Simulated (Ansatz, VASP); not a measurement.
# C in VASP and in Ansatz

POSCAR

```
C
1.0
    0.0000000000      1.7833700000      1.8012037000
    1.7833700000      0.0000000000      1.8012037000
    1.7833700000      1.7833700000      0.0000000000
C
2
Direct
    0.0000000000      0.0000000000      0.0000000000
    0.2500000000      0.2500000000      0.2500000000
```

The input INCAR.step1:

```
PREC = Accurate
ENCUT = 660
ISMEAR = -1
SIGMA = 0.02
LREAL = F
LASPH = T
NELM = 120
NBANDS = 11
GGA = PE
ALGO = Normal
EDIFF = 1E-5
LWAVE = T
LCHARG = F
GGA_COMPAT = F
```

The input INCAR.step2:

```
PREC = Accurate
ENCUT = 660
EDIFF = 1E-6
ISMEAR = -1
SIGMA = 0.02
LREAL = F
LASPH = T
NELM = 120
ALGO = Normal
ISIF = 2
LWAVE = F
LCHARG = F
METAGGA = R2SCAN
LMIXTAU = T
NBANDS = 11
ISTART = 1
GGA_COMPAT = F
```

KPOINTS

```
Automatic mesh
0
Gamma
  9 9 9
```

Input for Ansatz:

```yaml
crystal:
  lattice:
    - [0.0, 1.78337, 1.8012036999999999]
    - [1.78337, 0.0, 1.8012036999999999]
    - [1.78337, 1.78337, 0.0]
  atoms:
    - { symbol: C, position: [0.0, 0.0, 0.0] }
    - { symbol: C, position: [0.25, 0.25, 0.25] }
kpoints:
  mp_grid:
    grid: [9, 9, 9]
hamiltonian:
  xc: r2scan
  pseudopotentials:
    kind: nc
scf:
  algorithm: direct_min
  n_extra_bands: 16
  occupations:
    method: fermi_dirac
    width: 0.02
output:
  stress: true
```

Alike in both runs: task single point; functional r2SCAN; k mesh 9 × 9 × 9; occupations fermi-dirac, width 0.02 eV; no spin polarisation.

|  | VASP | Ansatz |
| --- | --- | --- |
| version | VASP 6.6.1 | Ansatz 0.2.0 |
| potentials or method | VASP PAW PBE potentials, release 64 (C) | plane waves, norm-conserving potentials |
| plane-wave cutoff (eV) | 660 | 1200 |
| valence electrons in the cell | 8 | 8 |

|  | VASP | Ansatz | Ansatz less VASP |
| --- | --- | --- | --- |
| gap on the k mesh at the Fermi level (eV) | 4.19 | 4.22 | +0.036 |
| pressure (GPa) | -6.6 | -6.9 | -0.24 |
| traceless stress, the component that is largest in VASP (GPa) | -6.53 | -6.54 | -0.017 |

VASP's potentials were made for PBE, not for r2SCAN.
